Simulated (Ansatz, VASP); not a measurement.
# One calculation of LiF, two programs

```
CELL_PARAMETERS angstrom
0.00000 2.03367 2.03367
2.03367 0.00000 2.03367
2.03367 2.03367 0.00000
ATOMIC_POSITIONS crystal
Li 0.00000 0.00000 0.00000
F 0.50000 0.50000 0.50000
```

Alike in both runs: functional PBE; k mesh 10 × 10 × 10; occupations gaussian, width 0.02 eV; no spin polarisation.

Ansatz relaxed the structure, and its values are those at the end. VASP's run is a single point on that final structure, the one shown.

```csv
,VASP,Ansatz
version,VASP 6.6.1,Ansatz 0.2.0
potentials or method,"VASP PAW PBE potentials, release 64 (Li_sv, F), cutoff 520 eV","scalar-relativistic, plane waves, PAW"
valence electrons in the cell,10,10
```

|  | VASP | Ansatz | Ansatz less VASP |
| --- | --- | --- | --- |
| gap on the k mesh at the Fermi level (eV) | 8.83 | 8.83 | +0.002 |
| least direct gap on the mesh (eV) | 8.83 | 8.83 | +0.002 |

Noted on VASP's run: the cutoff is under 1.25 times that of the potentials, so the pressure is a little rough.
